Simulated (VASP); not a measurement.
# KF (I4/mmm) in VASP: notebook, part 2 of 2

VASP 6.6.1.

### Step 3. Single point, r2SCAN (in-plane strain +0.02)

Contents of POSCAR:

```
KF
1.0
    2.7119710457      2.7119710457      0.0000000000
   -2.7119710457      2.7119710457      0.0000000000
    0.0000000000      2.7119710457      2.6268896011
K F
1 1
Direct
    0.0000000000      0.0000000000      0.0000000000
    0.5000000000      0.5000000000      0.0000000000
```

Contents of INCAR.step1:

```
PREC     = Accurate       # precision mode
ENCUT    = 520            # plane-wave cutoff, eV
ISMEAR   = 0              # smearing method
SIGMA    = 0.01           # smearing width, eV
LREAL    = F              # projectors in reciprocal space
LASPH    = T              # aspherical terms in the spheres
NELM     = 80             # most SCF steps
NBANDS   = 15             # bands
GGA      = PE             # functional
ALGO     = Normal         # electronic algorithm
EDIFF    = 1E-4           # SCF threshold, eV
LWAVE    = T              # write WAVECAR
LCHARG   = F              # write CHGCAR
```

Contents of INCAR.step2:

```
PREC     = Accurate       # precision mode
ENCUT    = 520            # plane-wave cutoff, eV
EDIFF    = 1E-6           # SCF threshold, eV
ISMEAR   = 0              # smearing method
SIGMA    = 0.01           # smearing width, eV
LREAL    = F              # projectors in reciprocal space
LASPH    = T              # aspherical terms in the spheres
NELM     = 80             # most SCF steps
ALGO     = Normal         # electronic algorithm
ISIF     = 2              # what is computed and relaxed
LWAVE    = F              # write WAVECAR
LCHARG   = T              # write CHGCAR
METAGGA  = R2SCAN         # meta-GGA
LMIXTAU  = T            
LELF     = T              # ELF
LVHAR    = T            
NBANDS   = 15             # bands
ISTART   = 1
```

Contents of KPOINTS:

```
regular mesh
0
Gamma
  8 8 8
```

Potentials or basis: VASP PAW PBE potentials, release 64 (K_sv, F).

The run is started by

```console
$ cat potpaw_PBE.64/K_sv/POTCAR potpaw_PBE.64/F/POTCAR > POTCAR
$ cp INCAR.step1 INCAR
$ mpirun -np 1 vasp_std > vasp.out
$ cp INCAR.step2 INCAR
$ mpirun -np 1 vasp_std > vasp.out
```

OUTCAR:

```text
PREC = Accurate
   ENCUT = 520
   EDIFF = 1E-6
   ISMEAR = 0
   LREAL = F
   LASPH = T
   NELM = 80
   ISIF = 2
   METAGGA = R2SCAN
   ISTART = 1

 ion  position               nearest neighbor table
   1  0.000  0.000  0.000-   2 2.63   2 2.63   2 2.71   2 2.71   2 2.71   2 2.71
   2  0.500  0.500  0.000-   1 2.63   1 2.63   1 2.71   1 2.71   1 2.71   1 2.71

  LATTYP: Found a body centered tetragonal cell.
 ALAT       =     3.8353062336
 C/A-ratio  =     1.3698460780

  Lattice vectors:

 A1 = (   2.7119710457,   0.0000000000,  -2.6268896011)
 A2 = (  -2.7119710457,   0.0000000000,  -2.6268896011)
 A3 = (   0.0000000000,   2.7119710457,   2.6268896011)

Analysis of symmetry for initial positions (statically):
=====================================================================
 Subroutine PRICEL returns:
 Original cell was already a primitive cell.

 Routine SETGRP: Setting up the symmetry group for a
 body centered tetragonal supercell.

 Subroutine GETGRP returns: Found 16 space group operations
 (whereof 16 operations were pure point group operations)
 out of a pool of 16 trial point group operations.

The static configuration has the point symmetry D_4h.
[... 177 lines left out ...]
      7      -3.3981      2.00000
      8      -3.3483      2.00000
      9       3.3735      0.00000
     10       7.9818      0.00000
     11       7.9819      0.00000
     12       8.1615      0.00000
     13       9.7164      0.00000
     14      10.0560      0.00000
[... 401 lines left out ...]
      2     -23.2127      2.00000
      3     -13.2117      2.00000
      4     -13.1263      2.00000
      5     -13.0595      2.00000
      6      -3.9010      2.00000
      7      -3.6395      2.00000
      8      -3.4701      2.00000
      9       5.4931      0.00000
     10       7.1201      0.00000
     11       8.9879      0.00000
     12       9.2339      0.00000
     13      10.4737      0.00000
     14      11.0113      0.00000
     15      15.4971      0.00000

 [... further k-points ...]

------------------------ aborting loop because EDIFF is reached ----------------------------------------

  FORCE on cell =-STRESS in cart. coord.  units (eV):
  Direction    XX          YY          ZZ          XY          YZ          ZX
  --------------------------------------------------------------------------------------
  -------------------------------------------------------------------------------------
  Total       -0.3575472     -0.3575472      0.0974729      0.0000000      0.0000000      0.0000000
  in kB      -14.8252495    -14.8252495      4.0415910      0.0000000      0.0000000      0.0000000
  external PRESSURE =      -8.5363026 kB  Pullay stress =       0.0000000 kB

 VOLUME and BASIS-vectors are now :
 -----------------------------------------------------------------------------
  energy-cutoff  :      520.00
  volume of cell :       38.64
      direct lattice vectors                 reciprocal lattice vectors
     2.711971046  2.711971046  0.000000000     0.184367750  0.184367750 -0.190339175
    -2.711971046  2.711971046  0.000000000    -0.184367750  0.184367750 -0.190339175
     0.000000000  2.711971046  2.626889601     0.000000000  0.000000000  0.380678350

 POSITION                                       TOTAL-FORCE (eV/Angst)
 -----------------------------------------------------------------------------------
      0.00000      0.00000      0.00000        -0.000000     -0.000000      0.000000
      0.00000      2.71197      0.00000         0.000000      0.000000      0.000000
 -----------------------------------------------------------------------------------
    total drift:                               -0.000000      0.000000     -0.000000

  FREE ENERGIE OF THE ION-ELECTRON SYSTEM (eV)
  ---------------------------------------------------
  free  energy   TOTEN  =       -14.9664386419 eV

  energy  without entropy=      -14.9664386419  energy(sigma->0) =      -14.96643864
```

OUTCAR.step1:

```text
PREC = Accurate
   ENCUT = 520
   ISMEAR = 0
   LREAL = F
   LASPH = T
[... 654 lines left out ...]
 -----------------------------------------------------------------------------------
      0.00000      0.00000      0.00000        -0.000000      0.000000      0.000000
      0.00000      2.71197      0.00000         0.000000     -0.000000      0.000000
 -----------------------------------------------------------------------------------
    total drift:                               -0.000000      0.000000     -0.000000

  FREE ENERGIE OF THE ION-ELECTRON SYSTEM (eV)
  ---------------------------------------------------
  free  energy   TOTEN  =        -8.2896702994 eV

  energy  without entropy=       -8.2896702994  energy(sigma->0) =       -8.28967030
```

Run time: 86 s. Hardware: 1 thread of Intel Xeon 6975P-C (Granite Rapids), shared host; peak memory 0.18 GiB.

What came out:

```
Free energy            : -14.9664 eV
Pressure               : -0.9 GPa
Band gap on the k mesh : 6.72 eV
```

Stress tensor (GPa, compression positive):
```
-1.48  0.00  0.00
 0.00 -1.48  0.00
 0.00  0.00  0.40
```

Levels at points of the mesh, in eV from the valence-band top:
```csv
k point,band 5,band 6,band 7,band 8,band 9,band 10,band 11,band 12
"(0.00, 0.00, 0.00)",-9.68,-0.05,-0.05,0.00,6.72,11.33,11.33,11.51
"(0.50, 0.00, 0.00)",-9.70,-0.78,-0.36,-0.36,9.59,11.11,12.73,12.94
"(0.50, 0.50, 0.00)",-9.86,-0.27,-0.11,-0.05,8.77,11.11,12.19,14.53
"(0.00, 0.00, 0.50)",-9.91,-0.19,-0.11,-0.11,8.63,11.14,12.48,14.52
```

Caveat: the cell differs from its parent crystal (in-plane strain +0.02); the PAW data sets were made with another functional, which shifts forces and pressure a little. A k mesh can miss the band edges.

### Step 4. Single point, r2SCAN (in-plane strain +0.02, then relaxed in part)

Edit POSCAR of step 3 so:

```diff
@@ -4,3 +4,3 @@
    -2.7119710457      2.7119710457      0.0000000000
-    0.0000000000      2.7119710457      2.6268896011
+    0.0000000000      2.7119710457      2.6402043716
 K F
```

Contents of INCAR.step1:

```
PREC = Accurate ; ENCUT = 520
ISMEAR = 0 ; SIGMA = 0.01
LREAL = F ; LASPH = T
NELM = 100 ; NBANDS = 15
GGA = PE ; ALGO = Normal
EDIFF = 1E-4 ; LWAVE = T
LCHARG = F
```

Contents of INCAR.step2:

```
PREC = Accurate ; ENCUT = 520
EDIFF = 1E-6 ; ISMEAR = 0
SIGMA = 0.01 ; LREAL = F
LASPH = T ; NELM = 100
ALGO = Normal ; ISIF = 2
LWAVE = F ; LCHARG = T
METAGGA = R2SCAN ; LMIXTAU = T
LELF = T ; LVHAR = T
NBANDS = 15 ; ISTART = 1
```

Contents of KPOINTS:

```
Automatic mesh
0
Gamma
  8 8 8
```

Potentials or basis: VASP PAW PBE potentials, release 64 (K_sv, F).

The run is started by

```console
$ cat potpaw_PBE.64/K_sv/POTCAR potpaw_PBE.64/F/POTCAR > POTCAR
$ cp INCAR.step1 INCAR
$ mpirun -np 1 vasp_std > vasp.out
$ cp INCAR.step2 INCAR
$ mpirun -np 1 vasp_std > vasp.out
```

OUTCAR:

```text
PREC = Accurate
   ENCUT = 520
   EDIFF = 1E-6
   ISMEAR = 0
   LREAL = F
   LASPH = T
   NELM = 100
   ISIF = 2
   METAGGA = R2SCAN
   ISTART = 1

 ion  position               nearest neighbor table
   1  0.000  0.000  0.000-   2 2.64   2 2.64   2 2.71   2 2.71   2 2.71   2 2.71
   2  0.500  0.500  0.000-   1 2.64   1 2.64   1 2.71   1 2.71   1 2.71   1 2.71

  LATTYP: Found a body centered tetragonal cell.
 ALAT       =     3.8353062336
 C/A-ratio  =     1.3767893413

  Lattice vectors:

 A1 = (   2.7119710457,   0.0000000000,  -2.6402043716)
 A2 = (  -2.7119710457,   0.0000000000,  -2.6402043716)
 A3 = (   0.0000000000,   2.7119710457,   2.6402043716)

Analysis of symmetry for initial positions (statically):
=====================================================================
 Subroutine PRICEL returns:
 Original cell was already a primitive cell.

 Routine SETGRP: Setting up the symmetry group for a
 body centered tetragonal supercell.

 Subroutine GETGRP returns: Found 16 space group operations
 (whereof 16 operations were pure point group operations)
 out of a pool of 16 trial point group operations.

The static configuration has the point symmetry D_4h.

Analysis of symmetry for dynamics (positions and initial velocities):
=====================================================================
 Subroutine PRICEL returns:
 Original cell was already a primitive cell.

 Routine SETGRP: Setting up the symmetry group for a
 body centered tetragonal supercell.

 Subroutine GETGRP returns: Found 16 space group operations
 (whereof 16 operations were pure point group operations)
 out of a pool of 16 trial point group operations.

The dynamic configuration has the point symmetry D_4h.

 Subroutine INISYM returns: Found 16 space group operations
 (whereof 16 operations are pure point group operations),
 and found     1 'primitive' translations

----------------------------------------------------------------------------------------

                                     Primitive cell

  volume of cell :      38.8363
[... 120 lines left out ...]
 non-spin polarized calculation
 Gauss-broadening in eV      SIGMA  =   0.01
  energy-cutoff  :      520.00
  volume of cell :       38.84
 maximum number of plane-waves:      1066
 NGX is ok and might be reduce to    30
   NGX = 15   NGY = 15   NGZ = 15

 number of electron      16.0000002 magnetization

 Free energy of the ion-electron system (eV)
  ---------------------------------------------------
  ext. energy  EPLUGINS =         0.00000000
  ---------------------------------------------------
  free energy    TOTEN  =       -14.96694752 eV

  energy without entropy =      -14.96694752  energy(sigma->0) =      -14.96694752

 E-fermi :  -3.2480     XC(G=0):  -8.8077

 val. band max:       -3.3672338879   @ k =   0.0000   0.0000   0.0000
 cond. band min:       3.3362396273   @ k =   0.0000   0.0000   0.0000
 fundamental gap:      6.7034735151
 Fermi energy:        -3.2480237627

 k-point     1 :       0.0000    0.0000    0.0000
  band No.  band energies     occupation
      1     -30.5671      2.00000
      2     -23.1765      2.00000
      3     -13.0689      2.00000
      4     -13.0689      2.00000
      5     -13.0594      2.00000
      6      -3.4077      2.00000
      7      -3.4077      2.00000
      8      -3.3672      2.00000
      9       3.3362      0.00000
     10       7.9630      0.00000
     11       7.9630      0.00000
     12       8.1138      0.00000
     13       9.7089      0.00000
     14       9.9918      0.00000
[... 401 lines left out ...]
      2     -23.2215      2.00000
      3     -13.2405      2.00000
      4     -13.1567      2.00000
      5     -13.0887      2.00000
      6      -3.9109      2.00000
      7      -3.6489      2.00000
      8      -3.4883      2.00000
      9       5.4501      0.00000
     10       7.0861      0.00000
     11       8.9663      0.00000
     12       9.1860      0.00000
     13      10.4561      0.00000
     14      10.9634      0.00000
     15      15.4447      0.00000

 [... further k-points ...]

------------------------ aborting loop because EDIFF is reached ----------------------------------------

  FORCE on cell =-STRESS in cart. coord.  units (eV):
  Direction    XX          YY          ZZ          XY          YZ          ZX
  --------------------------------------------------------------------------------------
  -------------------------------------------------------------------------------------
  Total       -0.3721497     -0.3721497     -0.0028428      0.0000000     -0.0000000      0.0000000
  in kB      -15.3529088    -15.3529088     -0.1172778      0.0000000     -0.0000000      0.0000000
  external PRESSURE =     -10.2743651 kB  Pullay stress =       0.0000000 kB

 VOLUME and BASIS-vectors are now :
 -----------------------------------------------------------------------------
  energy-cutoff  :      520.00
  volume of cell :       38.84
      direct lattice vectors                 reciprocal lattice vectors
     2.711971046  2.711971046  0.000000000     0.184367750  0.184367750 -0.189379279
    -2.711971046  2.711971046  0.000000000    -0.184367750  0.184367750 -0.189379279
     0.000000000  2.711971046  2.640204372     0.000000000  0.000000000  0.378758558

 POSITION                                       TOTAL-FORCE (eV/Angst)
 -----------------------------------------------------------------------------------
      0.00000      0.00000      0.00000        -0.000000     -0.000000      0.000000
      0.00000      2.71197      0.00000         0.000000      0.000000      0.000000
 -----------------------------------------------------------------------------------
    total drift:                               -0.000000      0.000000     -0.000000

  FREE ENERGIE OF THE ION-ELECTRON SYSTEM (eV)
  ---------------------------------------------------
  free  energy   TOTEN  =       -14.9669475160 eV

  energy  without entropy=      -14.9669475160  energy(sigma->0) =      -14.96694752
```

It took 73 s on 1 thread of Intel Xeon 6975P-C (Granite Rapids), shared host; peak memory 0.18 GiB.

Results:

- Free energy: -14.9669 eV
- Pressure: -1.0 GPa
- Band gap on the k mesh: 6.70 eV

Caveat: the cell differs from its parent crystal (in-plane strain +0.02, then relaxed in part); the PAW data sets were made with another functional, which shifts forces and pressure a little. A k mesh can miss the band edges.

### Step 5. Summary

```csv
cell,gap on the mesh (eV),pressure (GPa)
"a = 3.798, b = 3.798, c = 3.772 Å, angles 59.8, 59.8, 90.0°, 2 atoms",6.81,-0.6
"a = 3.835, b = 3.835, c = 3.776 Å, angles 59.5, 59.5, 90.0°, 2 atoms",6.72,-0.9
"a = 3.835, b = 3.835, c = 3.785 Å, angles 59.6, 59.6, 90.0°, 2 atoms",6.70,-1.0
```

Alike in all rows: task single point; level r2SCAN; potentials or basis VASP PAW PBE potentials, release 64 (K_sv, F); no spin polarisation; k mesh 8 × 8 × 8; cutoff (eV) 520; smearing gaussian 0.01 eV.

Caveats: the PAW data sets were made with another functional, which shifts forces and pressure a little.

Absolute energies hang on the potentials; compare differences alone.
